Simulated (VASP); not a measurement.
# GaN (P6_3mc) in VASP: further runs

The runs below take GaN through single point, with LDA.

Everything below comes from runs of VASP 6.6.1. Logs are shortened: lines on timing, memory, paths and dates and some standing lists are left out, and cuts for length are marked.

**1. The cell of the first run**

It takes space group P6_3mc (No. 186, hexagonal). The conventional cell has a = 3.142 Å, b = 3.142 Å, c = 5.122 Å, α = 90.00°, β = 90.00°, γ = 120.00°. Within 2.5 Å of Ga (site symmetry 3m) lie 4 N at 1.92 to 1.93 Å. N (site symmetry 3m) has 4 Ga at 1.92 to 1.93 Å within 2.5 Å.

**2. Single point, LDA**

Contents of INCAR:

```
PREC = Accurate
ENCUT = 1330
EDIFF = 1E-6
ISMEAR = 0
SIGMA = 0.01
LREAL = F
LASPH = T
NELM = 120
ALGO = Normal
ISIF = 2
LWAVE = F
LCHARG = T
LELF = T
LVHAR = T
NBANDS = 26
GGA_COMPAT = F
```

Contents of KPOINTS:

```
Automatic mesh
0
Gamma
  8 8 4
```

Contents of POSCAR:

```
GaN
1.0
    3.1417299132      0.0000000000      0.0000000000
   -1.5708649566      2.7208179166      0.0000000000
    0.0000000000      0.0000000000      5.1221339731
Ga N
2 2
Direct
    0.3333333333      0.6666666667     -0.0006889954
    0.6666666667      0.3333333333      0.4993110046
    0.3333333333      0.6666666667      0.3756889954
    0.6666666667      0.3333333333      0.8756889954
```

Potentials or basis: VASP PAW LDA potentials, release 64 (Ga_d, N_h).

Launch:

```console
> cat potpaw_LDA.64/Ga_d/POTCAR potpaw_LDA.64/N_h/POTCAR > POTCAR
> mpirun -np 1 vasp_std > vasp.out
```

OUTCAR:

```text
PREC = Accurate
   ENCUT = 1330
   EDIFF = 1E-6
   ISMEAR = 0
   LREAL = F
   LASPH = T
   NELM = 120
   ISIF = 2

 ion  position               nearest neighbor table
   1  0.333  0.667  0.999-   4 1.92   4 1.92   4 1.92   3 1.93
   2  0.667  0.333  0.499-   3 1.92   3 1.92   3 1.92   4 1.93
   3  0.333  0.667  0.376-   2 1.92   2 1.92   2 1.92   1 1.93
   4  0.667  0.333  0.876-   1 1.92   1 1.92   1 1.92   2 1.93

  LATTYP: Found a hexagonal cell.
 ALAT       =     3.1417299132
 C/A-ratio  =     1.6303546500

  Lattice vectors:

 A1 = (   3.1417299132,   0.0000000000,   0.0000000000)
 A2 = (  -1.5708649566,   2.7208179166,   0.0000000000)
 A3 = (   0.0000000000,   0.0000000000,   5.1221339731)

Analysis of symmetry for initial positions (statically):
=====================================================================
 Subroutine PRICEL returns:
 Original cell was already a primitive cell.

 Routine SETGRP: Setting up the symmetry group for a
 hexagonal supercell.

 Subroutine GETGRP returns: Found 12 space group operations
 (whereof  6 operations were pure point group operations)
 out of a pool of 24 trial point group operations.

The static configuration has the point symmetry C_3v.
 The point group associated with its full space group is C_6v.

Analysis of symmetry for dynamics (positions and initial velocities):
=====================================================================
 Subroutine PRICEL returns:
 Original cell was already a primitive cell.

 Routine SETGRP: Setting up the symmetry group for a
 hexagonal supercell.

 Subroutine GETGRP returns: Found 12 space group operations
 (whereof  6 operations were pure point group operations)
 out of a pool of 24 trial point group operations.

The dynamic configuration has the point symmetry C_3v.
 The point group associated with its full space group is C_6v.

 Subroutine INISYM returns: Found 12 space group operations
 (whereof  6 operations are pure point group operations),
 and found     1 'primitive' translations

----------------------------------------------------------------------------------------

                                     Primitive cell

  volume of cell :      43.7844

  direct lattice vectors                    reciprocal lattice vectors
     3.141729913  0.000000000  0.000000000     0.318295979  0.183768269  0.000000000
    -1.570864957  2.720817917  0.000000000     0.000000000  0.367536539  0.000000000
     0.000000000  0.000000000  5.122133973     0.000000000  0.000000000  0.195231129

  length of vectors
     3.141729913  3.141729913  5.122133973     0.367536539  0.367536539  0.195231129

  position of ions in fractional coordinates (direct lattice)
     0.333333333  0.666666667  0.999311005
     0.666666667  0.333333333  0.499311005
     0.333333333  0.666666667  0.375688995
     0.666666667  0.333333333  0.875688995

  ion indices of the primitive-cell ions
   primitive index   ion index
                 1           1
                 2           2
                 3           3
                 4           4

----------------------------------------------------------------------------------------

 KPOINTS: Automatic mesh

Automatic generation of k-mesh.
 Grid dimensions read from file:
 generate k-points for:    8    8    4

 Generating k-lattice:

  Cartesian coordinates                     Fractional coordinates (reciprocal lattice)
     0.039786997  0.022971034  0.000000000     0.125000000 -0.000000000  0.000000000
     0.000000000  0.045942067  0.000000000     0.000000000  0.125000000  0.000000000
     0.000000000  0.000000000  0.048807782     0.000000000  0.000000000  0.250000000

  Length of vectors
     0.045942067  0.045942067  0.048807782

  Shift w.r.t. Gamma in fractional coordinates (k-lattice)
     0.000000000  0.000000000  0.000000000

 Subroutine IBZKPT returns following result:
 ===========================================

 Found     30 irreducible k-points:

 Following reciprocal coordinates:
            Coordinates               Weight
  0.000000  0.000000  0.000000      1.000000
  0.125000  0.000000  0.000000      6.000000
  0.250000  0.000000  0.000000      6.000000
  0.375000  0.000000  0.000000      6.000000
  0.500000  0.000000  0.000000      3.000000
  0.125000  0.125000  0.000000      6.000000
[... 16 lines left out ...]
  0.250000  0.000000  0.500000      6.000000
  0.375000  0.000000  0.500000      6.000000
 [... further k-points ...]
   k-points           NKPTS =     30   k-points in BZ     NKDIM =     30   number of bands    NBANDS=     26
   number of dos      NEDOS =    301   number of ions     NIONS =      4
   total plane-waves  NPLWV = 102400
   dimension x,y,z NGX =    40 NGY =   40 NGZ =   64
   dimension x,y,z NGXF=    80 NGYF=   80 NGZF=  128
   ions per type =               2   2
   NGX,Y,Z   is equivalent  to a cutoff of  21.17, 21.17, 20.77 a.u.
   NGXF,Y,Z  is equivalent  to a cutoff of  42.33, 42.33, 41.54 a.u.
 SYSTEM =  unknown system
   PREC   = accura    normal or accurate (medium, high low for compatibility)
   ISTART =      0    job   : 0-new  1-cont  2-samecut
   ICHARG =      2    charge: 1-file 2-atom 10-const
   ISPIN  =      1    spin polarized calculation?
   LNONCOLLINEAR =      F non collinear calculations
   LSORBIT =      F    spin-orbit coupling
   LASPH  =      T    aspherical Exc in radial PAW
   ENCUT  = 1330.0 eV  97.75 Ry    9.89 a.u.   9.34  9.34 15.23*2*pi/ulx,y,z
   NELM   =    120;   NELMIN=  2; NELMDL= -5     # of ELM steps
   EDIFF  = 0.1E-05   stopping-criterion for ELM
   LREAL  =      F    real-space projection
   EDIFFG = 0.1E-04   stopping-criterion for IOM
   NSW    =      0    number of steps for IOM
   IBRION =     -1    ionic relax: 0-MD 1-quasi-New 2-CG
   NFREE  =      0    steps in history (QN), initial steepest desc. (CG)
   ISIF   =      2    stress and relaxation
   ISYM   =      2    0-nonsym 1-usesym 2-fastsym
   POTIM  = 0.5000    time-step for ionic-motion
   TEBEG  =    0.0;   TEEND  =   0.0 temperature during run
   PSTRESS=    0.0 pullay stress
   NELECT =      36.0000    total number of electrons
   NUPDOWN=      -1.0000    fix difference up-down
   EMIN   =  10.00;   EMAX   =-10.00  energy-range for DOS
   EFERMI =   0.00;   METHOD = LEGACY
   ISMEAR =     0;   SIGMA  =   0.01  broadening in eV -4-tet -1-fermi 0-gaus
   EFERMI_NEDOS =   21; number of points for ismear=-14 and -15
   IALGO  =     38    algorithm
   IMIX   =      4    mixing-type and parameters
     AMIX     =   0.40;   BMIX     =  1.00
     AMIX_MAG =   1.60;   BMIX_MAG =  1.00
  volume/ion in A,a.u.               =      10.95        73.87
  Fermi-wavevector in a.u.,A,eV,Ry     =   1.533684  2.898243 32.003445  2.352187
  Thomas-Fermi vector in A             =   2.640717
   LORBIT       =      0    0 simple, 1 ext, 2 COOP (PROOUT), +10 PAW based schemes
   GGA     = CA    functional components
   LHFCALC =     F    Hartree Fock is set to
   AEXX    =    0.0000 exact exchange contribution
   IVDW    =     0    specifies the selected vdW correction
   LEPSILON=     F    determine dielectric tensor
   LRPA    =     F    only Hartree local field effects (RPA)
 non-spin polarized calculation
 Gauss-broadening in eV      SIGMA  =   0.01
  energy-cutoff  :     1330.00
  volume of cell :       43.78
 maximum number of plane-waves:      4878
 NGX is ok and might be reduce to    40
   NGX = 19   NGY = 19   NGZ = 31

 number of electron      35.9999999 magnetization

 Free energy of the ion-electron system (eV)
  ---------------------------------------------------
  ext. energy  EPLUGINS =         0.00000000
  ---------------------------------------------------
  free energy    TOTEN  =       -27.91046001 eV

  energy without entropy =      -27.91046001  energy(sigma->0) =      -27.91046001

 E-fermi :   5.9292     XC(G=0): -12.3657

 val. band max:        5.8727918477   @ k =   0.0000   0.0000   0.0000
 cond. band min:       8.0842653969   @ k =   0.0000   0.0000   0.0000
 fundamental gap:      2.2114735492
 Fermi energy:         5.9291546110

 k-point     1 :       0.0000    0.0000    0.0000
  band No.  band energies     occupation
      1     -10.3556      2.00000
      2      -9.3411      2.00000
      3      -7.7265      2.00000
      4      -7.7087      2.00000
      5      -7.7087      2.00000
      6      -7.6396      2.00000
[... 18 lines left out ...]
     25      17.7258      0.00000
     26      17.7258      0.00000

 k-point     2 :       0.1250    0.0000    0.0000
  band No.  band energies     occupation
      1     -10.1902      2.00000
      2      -9.2997      2.00000
      3      -7.7081      2.00000
      4      -7.6845      2.00000
      5      -7.6618      2.00000
      6      -7.6187      2.00000
[... 18 lines left out ...]
     25      17.2551      0.00000
     26      18.0605      0.00000

 k-point     3 :       0.2500    0.0000    0.0000
  band No.  band energies     occupation
      1      -9.7987      2.00000
      2      -9.2214      2.00000
      3      -7.6647      2.00000
      4      -7.6419      2.00000
      5      -7.5749      2.00000
      6      -7.5236      2.00000
[... 18 lines left out ...]
     25      17.3858      0.00000
     26      18.7592      0.00000

 k-point     4 :       0.3750    0.0000    0.0000
  band No.  band energies     occupation
      1      -9.4616      2.00000
      2      -9.1724      2.00000
      3      -7.6525      2.00000
      4      -7.6259      2.00000
      5      -7.5319      2.00000
      6      -7.4672      2.00000
[... 18 lines left out ...]
     25      17.8403      0.00000
     26      19.3959      0.00000
[... 496 lines left out ...]
      1      -9.6256      2.00000
      2      -9.6256      2.00000
      3      -7.6691      2.00000
      4      -7.6691      2.00000
      5      -7.6549      2.00000
      6      -7.6549      2.00000
[... 18 lines left out ...]
     25      16.7820      0.00000
     26      16.7820      0.00000

 k-point    23 :       0.2500    0.0000    0.5000
  band No.  band energies     occupation
      1      -9.4041      2.00000
      2      -9.4041      2.00000
      3      -7.6403      2.00000
      4      -7.6403      2.00000
      5      -7.5855      2.00000
      6      -7.5855      2.00000
[... 18 lines left out ...]
     25      17.6120      0.00000
     26      17.6120      0.00000

 k-point    24 :       0.3750    0.0000    0.5000
  band No.  band energies     occupation
      1      -9.2450      2.00000
      2      -9.2450      2.00000
      3      -7.6512      2.00000
      4      -7.6512      2.00000
      5      -7.5305      2.00000
      6      -7.5305      2.00000
[... 18 lines left out ...]
     25      18.1281      0.00000
     26      18.1281      0.00000

 [... further k-points ...]
[... 5 lines left out ...]
  --------------------------------------------------------------------------------------
  -------------------------------------------------------------------------------------
  Total        0.8631083      0.8631083      0.8570425      0.0000000      0.0000000     -0.0000000
  in kB       31.5832365     31.5832365     31.3612729      0.0000000      0.0000000     -0.0000000
  external PRESSURE =      31.5092486 kB  Pullay stress =       0.0000000 kB

 VOLUME and BASIS-vectors are now :
 -----------------------------------------------------------------------------
  energy-cutoff  :     1330.00
  volume of cell :       43.78
      direct lattice vectors                 reciprocal lattice vectors
     3.141729913  0.000000000  0.000000000     0.318295979  0.183768269  0.000000000
    -1.570864957  2.720817917  0.000000000     0.000000000  0.367536539  0.000000000
     0.000000000  0.000000000  5.122133973     0.000000000  0.000000000  0.195231129

 POSITION                                       TOTAL-FORCE (eV/Angst)
 -----------------------------------------------------------------------------------
     -0.00000      1.81388      5.11860        -0.000000      0.000000      0.001932
      1.57086      0.90694      2.55754         0.000000     -0.000000      0.001932
     -0.00000      1.81388      1.92433         0.000000      0.000000     -0.001932
      1.57086      0.90694      4.48540         0.000000     -0.000000     -0.001932
 -----------------------------------------------------------------------------------
    total drift:                               -0.000000      0.000000     -0.000129

  FREE ENERGIE OF THE ION-ELECTRON SYSTEM (eV)
  ---------------------------------------------------
  free  energy   TOTEN  =       -27.9104600081 eV

  energy  without entropy=      -27.9104600081  energy(sigma->0) =      -27.91046001
```

It took 2 min on 1 thread of Intel Xeon Platinum 8375C at 2.90GHz (Ice Lake), shared host; peak memory 0.33 GiB.

Results:

| Item | Value |
| --- | --- |
| Free energy | -27.9105 eV |
| Pressure | 3.2 GPa |
| Band gap on the k mesh | 2.21 eV |

Levels at points of the mesh, in eV from the valence-band top:
```csv
k point,band 15,band 16,band 17,band 18,band 19,band 20,band 21,band 22
"(0.00, 0.00, 0.00)",-1.10,-0.06,0.00,0.00,2.21,4.45,9.27,9.96
"(0.50, 0.00, 0.00)",-4.45,-2.92,-2.37,-1.06,5.03,5.71,6.03,8.80
"(0.00, 0.00, 0.50)",-0.56,-0.56,-0.56,-0.56,4.47,4.47,8.52,8.52
"(0.50, 0.00, 0.50)",-2.07,-2.07,-2.01,-2.01,4.42,4.42,7.87,7.87
```

Caveat: the cell stands under pressure.

**3. Single point, LDA**

This run uses another cell than the first one, of 10.70 Å³/atom.

Contents of INCAR:

```
ALGO = Normal ; EDIFF = 1E-6
ENCUT = 1330 ; GGA = CA
GGA_COMPAT = False ; ISIF = 2
ISMEAR = 0 ; LASPH = True
LCHARG = False ; LREAL = False
LWAVE = False ; NBANDS = 26
NELM = 120 ; PREC = Accurate
SIGMA = 0.01
```

Contents of KPOINTS:

```
k-points
0
Gamma
  8 8 4
```

Contents of POSCAR:

```
GaN
1.0
    3.1180155301      0.0000000000      0.0000000000
   -1.5590077650      2.7002806584      0.0000000000
    0.0000000000      0.0000000000      5.0838664752
Ga N
2 2
Direct
    0.3333333333      0.6666666667     -0.0006385991
    0.6666666667      0.3333333333      0.4993614009
    0.3333333333      0.6666666667      0.3756385991
    0.6666666667      0.3333333333      0.8756385991
```

Potentials or basis: VASP PAW LDA potentials, release 64 (Ga_d, N_h).

Launch:

```console
> cat potpaw_LDA.64/Ga_d/POTCAR potpaw_LDA.64/N_h/POTCAR > POTCAR
> mpirun -np 1 vasp_std > vasp.out
```

Wall time 1.8 min (1 thread of Intel Xeon Platinum 8259CL at 2.50GHz (Skylake/Cascade Lake), shared host); peak memory 0.32 GiB.

It converged, with:

- Free energy: -27.8756 eV
- Pressure: 8.2 GPa
- Band gap on the k mesh: 2.36 eV

Levels at points of the mesh, in eV from the valence-band top:
```
           k point  band 14  band 15  band 16  band 17  band 18  band 19  band 20  band 21  band 22  band 23
(0.00, 0.00, 0.00)    -1.13    -1.13    -0.06     0.00     0.00     2.36     4.60     9.40    10.09    10.09
(0.50, 0.00, 0.00)    -5.58    -4.56    -3.00    -2.45    -1.09     5.09     5.81     6.13     8.99    10.57
(0.00, 0.00, 0.50)    -3.98    -0.58    -0.58    -0.58    -0.58     4.62     4.62     8.64     8.64    10.62
(0.50, 0.00, 0.50)    -7.04    -2.13    -2.13    -2.06    -2.06     4.48     4.48     8.01     8.01    10.21
```

Caveat: the cell stands under pressure.

**4. Single point, LDA**

This run uses another cell than the first one, of 10.84 Å³/atom.

Contents of INCAR:

```
PREC = Accurate
ENCUT = 1330
EDIFF = 1E-6
ISMEAR = 0
SIGMA = 0.01
LREAL = F
LASPH = T
NELM = 120
ALGO = Normal
ISIF = 2
LWAVE = F
LCHARG = F
NBANDS = 26
GGA_COMPAT = F
```

Contents of KPOINTS:

```
Automatic mesh
0
Gamma
  8 8 4
```

Contents of POSCAR:

```
GaN
1.0
    3.1318883696      0.0000000000      0.0000000000
   -1.5659441848      2.7122948899      0.0000000000
    0.0000000000      0.0000000000      5.1061641377
Ga N
2 2
Direct
    0.3333333333      0.6666666667     -0.0006650310
    0.6666666667      0.3333333333      0.4993349690
    0.3333333333      0.6666666667      0.3756650310
    0.6666666667      0.3333333333      0.8756650310
```

Launch:

```console
> cat potpaw_LDA.64/Ga_d/POTCAR potpaw_LDA.64/N_h/POTCAR > POTCAR
> mpirun -np 1 vasp_std > vasp.out
```

Wall time 62 s (1 thread of Intel Xeon 6975P-C (Granite Rapids), shared host); peak memory 0.32 GiB.

It converged, with:

* Free energy: -27.8997 eV
* Pressure: 5.2 GPa
* Band gap on the k mesh: 2.27 eV

Levels at points of the mesh, in eV from the valence-band top:
| k point | band 16 | band 17 | band 18 | band 19 | band 20 | band 21 |
| --- | --- | --- | --- | --- | --- | --- |
| (0.00, 0.00, 0.00) | -0.06 | 0.00 | 0.00 | 2.27 | 4.51 | 9.32 |
| (0.50, 0.00, 0.00) | -2.95 | -2.40 | -1.08 | 5.06 | 5.76 | 6.07 |
| (0.00, 0.00, 0.50) | -0.57 | -0.57 | -0.57 | 4.53 | 4.53 | 8.57 |
| (0.50, 0.00, 0.50) | -2.09 | -2.03 | -2.03 | 4.44 | 4.44 | 7.93 |

Caveat: the cell stands under pressure.

[end of part 1 of 2]
